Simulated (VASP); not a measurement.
# SnTe (Fm-3m) in VASP: single point with PBE

Aim: the single point of SnTe with PBE.

Everything below comes from runs of VASP 6.6.1. Logs are shortened: lines on timing, memory, paths and dates and some standing lists are left out, and cuts for length are marked.

**1. The cell of the first run**

Symmetry: Fm-3m, No. 225, cubic system. The conventional cell has a = 6.620 Å, b = 6.620 Å, c = 6.620 Å, α = 90.00°, β = 90.00°, γ = 90.00°. Within 4.4 Å of Sn (site symmetry m-3m) lie 6 Te at 3.31 Å. Te (site symmetry m-3m) has 6 Sn at 3.31 Å within 4.4 Å.

**2. Single point, PBE (36.26 Å³/atom)**

Input file INCAR:

```
  PREC = Accurate
  ENCUT = 520
  EDIFF = 1E-6
  ISMEAR = 0
  SIGMA = 0.01
  LREAL = False
  LASPH = True
  NELM = 60
  ALGO = Normal
  ISIF = 2
  LWAVE = False
  LCHARG = True
  GGA = PE
  LELF = True
  LVHAR = True
  NBANDS = 17
```

Input file KPOINTS:

```
Automatic mesh
0
Gamma
  10 10 10
```

Input file POSCAR:

```
SnTe
1.0
    0.0000000000      3.3099928261      3.3099928261
    3.3099928261      0.0000000000      3.3099928261
    3.3099928261      3.3099928261      0.0000000000
Sn Te
1 1
Direct
    0.0000000000      0.0000000000      0.0000000000
    0.5000000000      0.5000000000      0.5000000000
```

Potentials or basis: VASP PAW PBE potentials, release 64 (Sn_d, Te).

Command:

```
> cat potpaw_PBE.64/Sn_d/POTCAR potpaw_PBE.64/Te/POTCAR > POTCAR
> mpirun -np 1 vasp_std > vasp.out
```

OUTCAR:

```text
PREC = Accurate
   ENCUT = 520
   EDIFF = 1E-6
   ISMEAR = 0
   LREAL = False
   LASPH = True
   NELM = 60
   ISIF = 2
   GGA = PE

 ion  position               nearest neighbor table
   1  0.000  0.000  0.000-   2 3.31   2 3.31   2 3.31   2 3.31   2 3.31   2 3.31
   2  0.500  0.500  0.500-   1 3.31   1 3.31   1 3.31   1 3.31   1 3.31   1 3.31

  LATTYP: Found a face centered cubic cell.
 ALAT       =     6.6199856522

  Lattice vectors:

 A1 = (   0.0000000000,   3.3099928261,   3.3099928261)
 A2 = (   3.3099928261,   0.0000000000,   3.3099928261)
 A3 = (   3.3099928261,   3.3099928261,   0.0000000000)

Analysis of symmetry for initial positions (statically):
=====================================================================
 Subroutine PRICEL returns:
 Original cell was already a primitive cell.

 Routine SETGRP: Setting up the symmetry group for a
 face centered cubic supercell.

 Subroutine GETGRP returns: Found 48 space group operations
 (whereof 48 operations were pure point group operations)
 out of a pool of 48 trial point group operations.

The static configuration has the point symmetry O_h .

Analysis of symmetry for dynamics (positions and initial velocities):
=====================================================================
 Subroutine PRICEL returns:
 Original cell was already a primitive cell.

 Routine SETGRP: Setting up the symmetry group for a
 face centered cubic supercell.

 Subroutine GETGRP returns: Found 48 space group operations
 (whereof 48 operations were pure point group operations)
 out of a pool of 48 trial point group operations.

The dynamic configuration has the point symmetry O_h .

 Subroutine INISYM returns: Found 48 space group operations
 (whereof 48 operations are pure point group operations),
 and found     1 'primitive' translations

----------------------------------------------------------------------------------------

                                     Primitive cell

  volume of cell :      72.5289

  direct lattice vectors                    reciprocal lattice vectors
     0.000000000  3.309992826  3.309992826    -0.151057729  0.151057729  0.151057729
     3.309992826  0.000000000  3.309992826     0.151057729 -0.151057729  0.151057729
     3.309992826  3.309992826  0.000000000     0.151057729  0.151057729 -0.151057729

  length of vectors
     4.681036746  4.681036746  4.681036746     0.261639662  0.261639662  0.261639662

  position of ions in fractional coordinates (direct lattice)
     0.000000000  0.000000000  0.000000000
     0.500000000  0.500000000  0.500000000

  ion indices of the primitive-cell ions
   primitive index   ion index
                 1           1
                 2           2

----------------------------------------------------------------------------------------

 KPOINTS: Automatic mesh

Automatic generation of k-mesh.
 Grid dimensions read from file:
 generate k-points for:   10   10   10

 Generating k-lattice:

  Cartesian coordinates                     Fractional coordinates (reciprocal lattice)
    -0.015105773  0.015105773  0.015105773     0.100000000  0.000000000  0.000000000
     0.015105773 -0.015105773  0.015105773     0.000000000  0.100000000  0.000000000
     0.015105773  0.015105773 -0.015105773     0.000000000  0.000000000  0.100000000

  Length of vectors
     0.026163966  0.026163966  0.026163966

  Shift w.r.t. Gamma in fractional coordinates (k-lattice)
     0.000000000  0.000000000  0.000000000

 Subroutine IBZKPT returns following result:
 ===========================================

 Found     47 irreducible k-points:

 Following reciprocal coordinates:
            Coordinates               Weight
  0.000000  0.000000  0.000000      1.000000
  0.100000  0.000000  0.000000      8.000000
  0.200000  0.000000  0.000000      8.000000
  0.300000  0.000000  0.000000      8.000000
  0.400000  0.000000  0.000000      8.000000
  0.500000  0.000000  0.000000      4.000000
[... 16 lines left out ...]
  0.300000  0.300000  0.000000      6.000000
  0.400000  0.300000  0.000000     24.000000
 [... further k-points ...]
   k-points           NKPTS =     47   k-points in BZ     NKDIM =     47   number of bands    NBANDS=     17
   number of dos      NEDOS =    301   number of ions     NIONS =      2
   total plane-waves  NPLWV =  46656
   dimension x,y,z NGX =    36 NGY =   36 NGZ =   36
   dimension x,y,z NGXF=    72 NGYF=   72 NGZF=   72
   ions per type =               1   1
   NGX,Y,Z   is equivalent  to a cutoff of  12.79, 12.79, 12.79 a.u.
   NGXF,Y,Z  is equivalent  to a cutoff of  25.57, 25.57, 25.57 a.u.
 SYSTEM =  unknown system
   PREC   = accura    normal or accurate (medium, high low for compatibility)
   ISTART =      0    job   : 0-new  1-cont  2-samecut
   ICHARG =      2    charge: 1-file 2-atom 10-const
   ISPIN  =      1    spin polarized calculation?
   LNONCOLLINEAR =      F non collinear calculations
   LSORBIT =      F    spin-orbit coupling
   LASPH  =      T    aspherical Exc in radial PAW
   ENCUT  =  520.0 eV  38.22 Ry    6.18 a.u.   8.70  8.70  8.70*2*pi/ulx,y,z
   NELM   =     60;   NELMIN=  2; NELMDL= -5     # of ELM steps
   EDIFF  = 0.1E-05   stopping-criterion for ELM
   LREAL  =      F    real-space projection
   EDIFFG = 0.1E-04   stopping-criterion for IOM
   NSW    =      0    number of steps for IOM
   IBRION =     -1    ionic relax: 0-MD 1-quasi-New 2-CG
   NFREE  =      0    steps in history (QN), initial steepest desc. (CG)
   ISIF   =      2    stress and relaxation
   ISYM   =      2    0-nonsym 1-usesym 2-fastsym
   POTIM  = 0.5000    time-step for ionic-motion
   TEBEG  =    0.0;   TEEND  =   0.0 temperature during run
   PSTRESS=    0.0 pullay stress
   NELECT =      20.0000    total number of electrons
   NUPDOWN=      -1.0000    fix difference up-down
   EMIN   =  10.00;   EMAX   =-10.00  energy-range for DOS
   EFERMI =   0.00;   METHOD = LEGACY
   ISMEAR =     0;   SIGMA  =   0.01  broadening in eV -4-tet -1-fermi 0-gaus
   EFERMI_NEDOS =   21; number of points for ismear=-14 and -15
   IALGO  =     38    algorithm
   IMIX   =      4    mixing-type and parameters
     AMIX     =   0.40;   BMIX     =  1.00
     AMIX_MAG =   1.60;   BMIX_MAG =  1.00
  volume/ion in A,a.u.               =      36.26       244.72
  Fermi-wavevector in a.u.,A,eV,Ry     =   1.065568  2.013631 15.448529  1.135435
  Thomas-Fermi vector in A             =   2.201124
   LORBIT       =      0    0 simple, 1 ext, 2 COOP (PROOUT), +10 PAW based schemes
   GGA     = PE    functional components
   LHFCALC =     F    Hartree Fock is set to
   AEXX    =    0.0000 exact exchange contribution
   IVDW    =     0    specifies the selected vdW correction
   LEPSILON=     F    determine dielectric tensor
   LRPA    =     F    only Hartree local field effects (RPA)
 non-spin polarized calculation
 Gauss-broadening in eV      SIGMA  =   0.01
  energy-cutoff  :      520.00
  volume of cell :       72.53
 maximum number of plane-waves:      1980
   NGX = 17   NGY = 17   NGZ = 17

 number of electron      19.9999998 magnetization

 Free energy of the ion-electron system (eV)
  ---------------------------------------------------
  ext. energy  EPLUGINS =         0.00000000
  ---------------------------------------------------
  free energy    TOTEN  =        -7.49327066 eV

  energy without entropy =       -7.49327066  energy(sigma->0) =       -7.49327066

 E-fermi :   5.1051     XC(G=0):  -8.8452

 val. band max:        5.0358955482   @ k =   0.5000   0.0000   0.0000
 cond. band min:       5.3296064178   @ k =   0.5000   0.0000   0.0000
 fundamental gap:      0.2937108696
 Fermi energy:         5.1050888653

 k-point     1 :       0.0000    0.0000    0.0000
  band No.  band energies     occupation
      1     -16.6624      2.00000
      2     -16.6624      2.00000
      3     -16.6624      2.00000
      4     -16.6614      2.00000
      5     -16.6614      2.00000
      6      -6.5715      2.00000
[... 9 lines left out ...]
     16      10.2355      0.00000
     17      12.0068      0.00000

 k-point     2 :       0.1000    0.0000    0.0000
  band No.  band energies     occupation
      1     -16.6623      2.00000
      2     -16.6622      2.00000
      3     -16.6622      2.00000
      4     -16.6615      2.00000
      5     -16.6615      2.00000
      6      -6.5052      2.00000
[... 9 lines left out ...]
     16      10.4170      0.00000
     17      12.5336      0.00000

 k-point     3 :       0.2000    0.0000    0.0000
  band No.  band energies     occupation
      1     -16.6626      2.00000
      2     -16.6626      2.00000
      3     -16.6620      2.00000
      4     -16.6608      2.00000
      5     -16.6608      2.00000
      6      -6.3162      2.00000
[... 9 lines left out ...]
     16      10.9340      0.00000
     17      13.7701      0.00000

 k-point     4 :       0.3000    0.0000    0.0000
  band No.  band energies     occupation
      1     -16.6633      2.00000
      2     -16.6633      2.00000
      3     -16.6617      2.00000
      4     -16.6596      2.00000
      5     -16.6596      2.00000
      6      -6.0402      2.00000
[... 9 lines left out ...]
     16      11.7540      0.00000
     17      14.9996      0.00000

 k-point     5 :       0.4000    0.0000    0.0000
  band No.  band energies     occupation
      1     -16.6640      2.00000
      2     -16.6640      2.00000
      3     -16.6614      2.00000
      4     -16.6586      2.00000
      5     -16.6586      2.00000
      6      -5.7623      2.00000
[... 9 lines left out ...]
     16      12.8399      0.00000
     17      14.5044      0.00000

 k-point     6 :       0.5000    0.0000    0.0000
  band No.  band energies     occupation
      1     -16.6642      2.00000
      2     -16.6642      2.00000
      3     -16.6614      2.00000
      4     -16.6583      2.00000
      5     -16.6583      2.00000
      6      -5.6353      2.00000
[... 9 lines left out ...]
     16      13.9271      0.00000
     17      13.9271      0.00000

 k-point     7 :       0.1000    0.1000    0.0000
  band No.  band energies     occupation
      1     -16.6626      2.00000
      2     -16.6620      2.00000
      3     -16.6619      2.00000
      4     -16.6619      2.00000
      5     -16.6612      2.00000
      6      -6.4835      2.00000
[... 9 lines left out ...]
     16      10.7116      0.00000
     17      12.1131      0.00000

 k-point     8 :       0.2000    0.1000    0.0000
  band No.  band energies     occupation
      1     -16.6628      2.00000
      2     -16.6625      2.00000
      3     -16.6618      2.00000
      4     -16.6612      2.00000
      5     -16.6606      2.00000
      6      -6.3363      2.00000
[... 9 lines left out ...]
     16      11.2897      0.00000
     17      12.7519      0.00000
[... 203 lines left out ...]
      1     -16.6655      2.00000
      2     -16.6623      2.00000
      3     -16.6614      2.00000
      4     -16.6590      2.00000
      5     -16.6579      2.00000
      6      -5.5800      2.00000
[... 9 lines left out ...]
     16      14.0970      0.00000
     17      14.5386      0.00000

 k-point    20 :      -0.4000    0.2000    0.0000
  band No.  band energies     occupation
      1     -16.6650      2.00000
      2     -16.6628      2.00000
      3     -16.6607      2.00000
      4     -16.6592      2.00000
      5     -16.6584      2.00000
      6      -5.5437      2.00000
[... 9 lines left out ...]
     16      12.8635      0.00000
     17      15.1101      0.00000

 k-point    21 :      -0.3000    0.2000    0.0000
  band No.  band energies     occupation
      1     -16.6642      2.00000
      2     -16.6630      2.00000
      3     -16.6608      2.00000
      4     -16.6594      2.00000
      5     -16.6590      2.00000
      6      -5.7043      2.00000
[... 9 lines left out ...]
     16      13.0057      0.00000
     17      14.0858      0.00000

 k-point    22 :      -0.2000    0.2000    0.0000
  band No.  band energies     occupation
      1     -16.6633      2.00000
      2     -16.6630      2.00000
      3     -16.6615      2.00000
      4     -16.6604      2.00000
      5     -16.6591      2.00000
      6      -5.9545      2.00000
[... 9 lines left out ...]
     16      12.9760      0.00000
     17      13.4897      0.00000

 k-point    23 :       0.3000    0.3000    0.0000
  band No.  band energies     occupation
      1     -16.6660      2.00000
      2     -16.6636      2.00000
      3     -16.6599      2.00000
      4     -16.6588      2.00000
      5     -16.6588      2.00000
      6      -5.8939      2.00000
[... 9 lines left out ...]
     16      13.3512      0.00000
     17      13.6114      0.00000

 k-point    24 :       0.4000    0.3000    0.0000
  band No.  band energies     occupation
      1     -16.6668      2.00000
      2     -16.6635      2.00000
      3     -16.6600      2.00000
      4     -16.6582      2.00000
      5     -16.6579      2.00000
      6      -5.6994      2.00000
[... 9 lines left out ...]
     16      13.9508      0.00000
     17      14.5532      0.00000

 [... further k-points ...]
[... 5 lines left out ...]
  --------------------------------------------------------------------------------------
  -------------------------------------------------------------------------------------
  Total       -1.4543606     -1.4543606     -1.4543606      0.0000000      0.0000000     -0.0000000
  in kB      -32.1271001    -32.1271001    -32.1271001      0.0000000      0.0000000     -0.0000000
  external PRESSURE =     -32.1271001 kB  Pullay stress =       0.0000000 kB

 VOLUME and BASIS-vectors are now :
 -----------------------------------------------------------------------------
  energy-cutoff  :      520.00
  volume of cell :       72.53
      direct lattice vectors                 reciprocal lattice vectors
     0.000000000  3.309992826  3.309992826    -0.151057729  0.151057729  0.151057729
     3.309992826  0.000000000  3.309992826     0.151057729 -0.151057729  0.151057729
     3.309992826  3.309992826  0.000000000     0.151057729  0.151057729 -0.151057729

 POSITION                                       TOTAL-FORCE (eV/Angst)
 -----------------------------------------------------------------------------------
      0.00000      0.00000      0.00000        -0.000000      0.000000     -0.000000
      3.30999      3.30999      3.30999         0.000000     -0.000000      0.000000
 -----------------------------------------------------------------------------------
    total drift:                               -0.000000      0.000000      0.000000

  FREE ENERGIE OF THE ION-ELECTRON SYSTEM (eV)
  ---------------------------------------------------
  free  energy   TOTEN  =        -7.4932706593 eV

  energy  without entropy=       -7.4932706593  energy(sigma->0) =       -7.49327066
```

Run time: 35 s. Hardware: 1 thread of AMD EPYC 9R14 (Zen 4), shared host; peak memory 0.2 GiB.

What came out:

```
Free energy            : -7.4933 eV
Pressure               : -3.2 GPa
Band gap on the k mesh : 0.29 eV
```

Levels at points of the mesh, in eV from the valence-band top:
```
           k point  band 6  band 7  band 8  band 9  band 10  band 11  band 12  band 13  band 14  band 15
(0.00, 0.00, 0.00)  -11.61   -5.00   -1.56   -1.56    -1.56     3.22     3.22     3.22     5.20     5.20
(0.50, 0.00, 0.00)  -10.67   -7.44   -1.26   -1.26     0.00     0.29     0.76     0.76     7.65     8.47
(0.50, 0.50, 0.00)  -10.48   -6.19   -4.39   -2.87    -2.87     2.92     4.43     4.43     5.54     8.83
```

Caveat: the cell stands under tension; spin-orbit coupling is left out, which moves the levels of the heavy elements. A k mesh can miss the band edges.
